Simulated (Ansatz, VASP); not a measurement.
**PbS in VASP and in Ansatz**

```
Pb S
1.0
     0.00000    3.11325    2.89087
     3.11325    0.00000    2.89087
     3.11325    3.11325    0.00000
Pb S
1 1
Direct
  0.00000 0.00000 0.00000
  0.50000 0.50000 0.50000
```

Change from the starting cell: strain +0.050 along x and y, -0.025 along z, atoms carried along.

Alike in both runs: task single point; functional r2SCAN; k mesh 8 × 8 × 8; occupations gaussian, width 0.05 eV; no spin polarisation.

```csv
,VASP,Ansatz
version,VASP 6.6.1,Ansatz 0.2.0
potentials or method,"VASP PAW PBE potentials, release 64 (Pb_d, S), cutoff 550 eV","scalar-relativistic, plane waves, PAW"
valence electrons in the cell,20,20
```

|  | VASP | Ansatz | Ansatz less VASP |
| --- | --- | --- | --- |
| gap on the k mesh at the Fermi level (eV) | 0.72 | 0.71 | -0.008 |
| least direct gap on the mesh (eV) | 0.72 | 0.71 | -0.008 |
| pressure (GPa) | -1.8 | -1.8 | +0.01 |
| traceless stress, the component that is largest in VASP (GPa) | 5.44 | 5.42 | -0.023 |

VASP's potentials were made for PBE, not for r2SCAN.

Neither program's run includes spin-orbit coupling.
